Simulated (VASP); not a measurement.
# K (Im-3m) in VASP: a series of runs

Aim: see how the results for K move with the level of theory and the settings. Levels: LDA, PBEsol. Tasks: electric field gradients.

All numbers are computed with VASP 6.6.1; they aren't measurements. Logs are shortened: lines on timing, memory, paths and dates and some standing lists are left out, and cuts for length are marked.

## (1) The cell of the first run

It takes space group Im-3m (No. 229, cubic). The conventional cell has a = 5.395 Å, b = 5.395 Å, c = 5.395 Å, α = 90.00°, β = 90.00°, γ = 90.00°.

## (2) Electric field gradients, LDA

The input, INCAR:

```
PREC     = Accurate       # precision mode
ENCUT    = 520            # plane-wave cutoff, eV
EDIFF    = 1E-8           # SCF threshold, eV
ISMEAR   = -1             # smearing method
SIGMA    = 0.05           # smearing width, eV
LREAL    = F              # projectors in reciprocal space
LASPH    = T              # aspherical terms in the spheres
NELM     = 80             # most SCF steps
ALGO     = Normal         # electronic algorithm
ISIF     = 2              # what is computed and relaxed
LWAVE    = F              # write WAVECAR
LCHARG   = F              # write CHGCAR
GGA      = CA             # functional
LEFG     = T            
NBANDS   = 10             # bands
```

The input, KPOINTS:

```
regular mesh
0
Gamma
  10 10 10
```

The input, POSCAR:

```
K
1.0
   -2.6975585167      2.6975585167      2.6975585167
    2.6975585167     -2.6975585167      2.6975585167
    2.6975585167      2.6975585167     -2.6975585167
K
1
Direct
    0.0000000000      0.0000000000      0.0000000000
```

Potentials or basis: VASP PAW LDA potentials, release 64 (K_sv).

The run is started by

```console
> cat potpaw_LDA.64/K_sv/POTCAR > POTCAR
> mpirun -np 1 vasp_std > vasp.out
```

OUTCAR:

```text
PREC = Accurate
   ENCUT = 520
   EDIFF = 1E-8
   ISMEAR = -1
   LREAL = F
   LASPH = T
   NELM = 80
   ISIF = 2
   GGA = CA

 ion  position               nearest neighbor table
   1  0.000  0.000  0.000-

  LATTYP: Found a body centered cubic cell.
 ALAT       =     5.3951170334

  Lattice vectors:

 A1 = (  -2.6975585167,   2.6975585167,   2.6975585167)
 A2 = (   2.6975585167,  -2.6975585167,   2.6975585167)
 A3 = (   2.6975585167,   2.6975585167,  -2.6975585167)

Analysis of symmetry for initial positions (statically):
=====================================================================
 Subroutine PRICEL returns:
 Original cell was already a primitive cell.

 Routine SETGRP: Setting up the symmetry group for a
 body centered cubic supercell.

 Subroutine GETGRP returns: Found 48 space group operations
 (whereof 48 operations were pure point group operations)
 out of a pool of 48 trial point group operations.

The static configuration has the point symmetry O_h .

Analysis of symmetry for dynamics (positions and initial velocities):
=====================================================================
 Subroutine PRICEL returns:
 Original cell was already a primitive cell.

 Routine SETGRP: Setting up the symmetry group for a
 body centered cubic supercell.

 Subroutine GETGRP returns: Found 48 space group operations
 (whereof 48 operations were pure point group operations)
 out of a pool of 48 trial point group operations.

The dynamic configuration has the point symmetry O_h .

 Subroutine INISYM returns: Found 48 space group operations
 (whereof 48 operations are pure point group operations),
 and found     1 'primitive' translations

----------------------------------------------------------------------------------------

                                     Primitive cell

  volume of cell :      78.5186

  direct lattice vectors                    reciprocal lattice vectors
    -2.697558517  2.697558517  2.697558517     0.000000000  0.185352791  0.185352791
     2.697558517 -2.697558517  2.697558517     0.185352791  0.000000000  0.185352791
     2.697558517  2.697558517 -2.697558517     0.185352791  0.185352791  0.000000000

  length of vectors
     4.672308407  4.672308407  4.672308407     0.262128431  0.262128431  0.262128431

  position of ions in fractional coordinates (direct lattice)
     0.000000000  0.000000000  0.000000000

  ion indices of the primitive-cell ions
   primitive index   ion index
                 1           1

----------------------------------------------------------------------------------------

 KPOINTS: regular mesh

Automatic generation of k-mesh.
 Grid dimensions read from file:
 generate k-points for:   10   10   10

 Generating k-lattice:

  Cartesian coordinates                     Fractional coordinates (reciprocal lattice)
     0.000000000  0.018535279  0.018535279     0.100000000  0.000000000  0.000000000
     0.018535279  0.000000000  0.018535279     0.000000000  0.100000000  0.000000000
     0.018535279  0.018535279  0.000000000     0.000000000  0.000000000  0.100000000

  Length of vectors
     0.026212843  0.026212843  0.026212843

  Shift w.r.t. Gamma in fractional coordinates (k-lattice)
     0.000000000  0.000000000  0.000000000

 Subroutine IBZKPT returns following result:
 ===========================================

 Found     47 irreducible k-points:

 Following reciprocal coordinates:
            Coordinates               Weight
  0.000000  0.000000  0.000000      1.000000
  0.100000  0.000000  0.000000     12.000000
  0.200000  0.000000  0.000000     12.000000
  0.300000  0.000000  0.000000     12.000000
  0.400000  0.000000  0.000000     12.000000
  0.500000  0.000000  0.000000      6.000000
[... 16 lines left out ...]
  0.300000  0.300000  0.100000      8.000000
 -0.300000  0.300000  0.100000     24.000000
 [... further k-points ...]
   k-points           NKPTS =     47   k-points in BZ     NKDIM =     47   number of bands    NBANDS=     10
   number of dos      NEDOS =    301   number of ions     NIONS =      1
   total plane-waves  NPLWV =  46656
   dimension x,y,z NGX =    36 NGY =   36 NGZ =   36
   dimension x,y,z NGXF=    72 NGYF=   72 NGZF=   72
   ions per type =               1
   NGX,Y,Z   is equivalent  to a cutoff of  12.81, 12.81, 12.81 a.u.
   NGXF,Y,Z  is equivalent  to a cutoff of  25.62, 25.62, 25.62 a.u.
 SYSTEM =  unknown system
   PREC   = accura    normal or accurate (medium, high low for compatibility)
   ISTART =      0    job   : 0-new  1-cont  2-samecut
   ICHARG =      2    charge: 1-file 2-atom 10-const
   ISPIN  =      1    spin polarized calculation?
   LNONCOLLINEAR =      F non collinear calculations
   LSORBIT =      F    spin-orbit coupling
   LASPH  =      T    aspherical Exc in radial PAW
   ENCUT  =  520.0 eV  38.22 Ry    6.18 a.u.   8.69  8.69  8.69*2*pi/ulx,y,z
   NELM   =     80;   NELMIN=  2; NELMDL= -5     # of ELM steps
   EDIFF  = 0.1E-07   stopping-criterion for ELM
   LREAL  =      F    real-space projection
   EDIFFG = 0.1E-06   stopping-criterion for IOM
   NSW    =      0    number of steps for IOM
   IBRION =     -1    ionic relax: 0-MD 1-quasi-New 2-CG
   NFREE  =      0    steps in history (QN), initial steepest desc. (CG)
   ISIF   =      2    stress and relaxation
   ISYM   =      2    0-nonsym 1-usesym 2-fastsym
   POTIM  = 0.5000    time-step for ionic-motion
   TEBEG  =    0.0;   TEEND  =   0.0 temperature during run
   PSTRESS=    0.0 pullay stress
   NELECT =       9.0000    total number of electrons
   NUPDOWN=      -1.0000    fix difference up-down
   EMIN   =  10.00;   EMAX   =-10.00  energy-range for DOS
   EFERMI =   0.00;   METHOD = LEGACY
   ISMEAR =    -1;   SIGMA  =   0.05  broadening in eV -4-tet -1-fermi 0-gaus
   EFERMI_NEDOS =   21; number of points for ismear=-14 and -15
   IALGO  =     38    algorithm
   IMIX   =      4    mixing-type and parameters
     AMIX     =   0.40;   BMIX     =  1.00
     AMIX_MAG =   1.60;   BMIX_MAG =  1.00
  volume/ion in A,a.u.               =      78.52       529.87
  Fermi-wavevector in a.u.,A,eV,Ry     =   0.795240  1.502785  8.604411  0.632406
  Thomas-Fermi vector in A             =   1.901529
   LORBIT       =      0    0 simple, 1 ext, 2 COOP (PROOUT), +10 PAW based schemes
   GGA     = CA    functional components
   LHFCALC =     F    Hartree Fock is set to
   AEXX    =    0.0000 exact exchange contribution
   IVDW    =     0    specifies the selected vdW correction
   LEPSILON=     F    determine dielectric tensor
   LRPA    =     F    only Hartree local field effects (RPA)
 non-spin polarized calculation
  energy-cutoff  :      520.00
  volume of cell :       78.52
 maximum number of plane-waves:      2131
   NGX = 17   NGY = 17   NGZ = 17

 number of electron       8.9999999 magnetization

 Free energy of the ion-electron system (eV)
  ---------------------------------------------------
  ext. energy  EPLUGINS =         0.00000000
  ---------------------------------------------------
  free energy    TOTEN  =        -1.13331463 eV

  energy without entropy =       -1.12515910  energy(sigma->0) =       -1.12923687

 E-fermi :  -0.4382     XC(G=0):  -5.7041

 val. band max:       -0.4474636728   @ k =  -0.3000   0.4000   0.2000
 cond. band min:      -0.3515431875   @ k =  -0.4000   0.4000   0.2000
 fundamental gap:      0.0959204853
 Fermi energy:        -0.4381863465

 k-point     1 :       0.0000    0.0000    0.0000
  band No.  band energies     occupation
      1     -32.3064      2.00000
      2     -15.9901      2.00000
      3     -15.9901      2.00000
      4     -15.9901      2.00000
      5      -2.5116      2.00000
      6       3.6537      0.00000
      7       3.6537      0.00000
      8       3.6537      0.00000
      9       4.5463      0.00000
     10       4.5463      0.00000

 k-point     2 :       0.1000    0.0000    0.0000
  band No.  band energies     occupation
      1     -32.3061      2.00000
      2     -15.9954      2.00000
      3     -15.9919      2.00000
      4     -15.9900      2.00000
      5      -2.3932      2.00000
      6       3.4782      0.00000
      7       3.5119      0.00000
      8       3.7448      0.00000
      9       4.3697      0.00000
     10       4.5221      0.00000

 k-point     3 :       0.2000    0.0000    0.0000
  band No.  band energies     occupation
      1     -32.3053      2.00000
      2     -16.0095      2.00000
      3     -15.9967      2.00000
      4     -15.9900      2.00000
      5      -2.0448      2.00000
      6       2.8326      0.00000
      7       3.2035      0.00000
      8       4.0143      0.00000
      9       4.3226      0.00000
     10       4.5008      0.00000

 k-point     4 :       0.3000    0.0000    0.0000
  band No.  band energies     occupation
      1     -32.3043      2.00000
      2     -16.0266      2.00000
      3     -16.0026      2.00000
      4     -15.9899      2.00000
      5      -1.4873      2.00000
      6       1.9674      0.00000
      7       2.8996      0.00000
      8       4.3671      0.00000
      9       4.4501      0.00000
     10       4.5668      0.00000
[... 222 lines left out ...]
 k-point    22 :      -0.2000    0.2000    0.1000
  band No.  band energies     occupation
      1     -32.3050      2.00000
      2     -16.0094      2.00000
      3     -15.9986      2.00000
      4     -15.9944      2.00000
      5      -1.9303      2.00000
      6       2.8734      0.00000
      7       3.1758      0.00000
      8       3.7190      0.00000
      9       4.0376      0.00000
     10       4.8590      0.00000

 k-point    23 :       0.3000    0.3000    0.1000
  band No.  band energies     occupation
      1     -32.3030      2.00000
      2     -16.0249      2.00000
      3     -16.0249      2.00000
      4     -16.0015      2.00000
      5       0.8074      0.00000
      6       0.8074      0.00000
      7       1.0786      0.00000
      8       3.0099      0.00000
      9       4.9536      0.00000
     10       4.9536      0.00000

 k-point    24 :      -0.3000    0.3000    0.1000
  band No.  band energies     occupation
      1     -32.3041      2.00000
      2     -16.0259      2.00000
      3     -16.0045      2.00000
      4     -15.9942      2.00000
      5      -1.3774      2.00000
      6       2.0208      0.00000
      7       2.9027      0.00000
      8       3.7505      0.00000
      9       4.4609      0.00000
     10       4.8580      0.00000

 [... further k-points ...]
[... 5 lines left out ...]
  --------------------------------------------------------------------------------------
  -------------------------------------------------------------------------------------
  Total       -0.3060655     -0.3060655     -0.3060655     -0.0000000      0.0000000     -0.0000000
  in kB       -6.2452868     -6.2452868     -6.2452868     -0.0000000      0.0000000     -0.0000000
  external PRESSURE =      -6.2452868 kB  Pullay stress =       0.0000000 kB

 VOLUME and BASIS-vectors are now :
 -----------------------------------------------------------------------------
  energy-cutoff  :      520.00
  volume of cell :       78.52
      direct lattice vectors                 reciprocal lattice vectors
    -2.697558517  2.697558517  2.697558517     0.000000000  0.185352791  0.185352791
     2.697558517 -2.697558517  2.697558517     0.185352791  0.000000000  0.185352791
     2.697558517  2.697558517 -2.697558517     0.185352791  0.185352791  0.000000000

 POSITION                                       TOTAL-FORCE (eV/Angst)
 -----------------------------------------------------------------------------------
      0.00000      0.00000      0.00000        -0.000000      0.000000     -0.000000
 -----------------------------------------------------------------------------------
    total drift:                               -0.000000     -0.000000      0.000000

  FREE ENERGIE OF THE ION-ELECTRON SYSTEM (eV)
  ---------------------------------------------------
  free  energy   TOTEN  =        -1.1333146322 eV

  energy  without entropy=       -1.1251591019  energy(sigma->0) =       -1.12923687

 Electric field gradients (V/A^2)
---------------------------------------------------------------------
 ion       V_xx      V_yy      V_zz      V_xy      V_xz      V_yz
---------------------------------------------------------------------
   1       0.000    -0.000    -0.000     0.000     0.000     0.000
---------------------------------------------------------------------

 Electric field gradients after diagonalization (V/A^2)
 (convention: |V_zz| > |V_xx| > |V_yy|)
----------------------------------------------------------------------
 ion       V_xx      V_yy      V_zz     asymmetry (V_yy - V_xx)/ V_zz
----------------------------------------------------------------------
   1      -0.000    -0.000     0.000       0.000
----------------------------------------------------------------------

           NMR quadrupolar parameters

 Cq : quadrupolar parameter    Cq=e*Q*V_zz/h
 eta: asymmetry parameters     (V_yy - V_xx)/ V_zz
 Q  : nuclear electric quadrupole moment in mb (millibarn)
----------------------------------------------------------------------
 ion       Cq(MHz)       eta       Q (mb)
----------------------------------------------------------------------
   1       0.000       0.000       1.000
----------------------------------------------------------------------
```

It took 21 s on 1 thread of AMD EPYC 9R14 (Zen 4), shared host; peak memory 0.15 GiB.

Results:

| Property | Result |
| --- | --- |
| Free energy | -1.1333 eV |
| Pressure | -0.6 GPa |

Levels at points of the mesh, in eV from the Fermi level:
```csv
k point,band 1,band 2,band 3,band 4,band 5,band 6,band 7,band 8,band 9,band 10
"(0.00, 0.00, 0.00)",-31.87,-15.55,-15.55,-15.55,-2.07,4.09,4.09,4.09,4.98,4.98
"(0.50, 0.00, 0.00)",-31.87,-15.61,-15.57,-15.55,0.41,0.70,3.06,4.58,5.45,5.77
"(0.50, 0.50, 0.50)",-31.86,-15.59,-15.59,-15.59,1.71,1.71,3.29,3.29,3.29,4.92
```

Caveat: without QUAD_EFG the Cq values of the log hold for a quadrupole moment of 1 mb, not for the nuclei.

(Continued in part 2 of 2.)
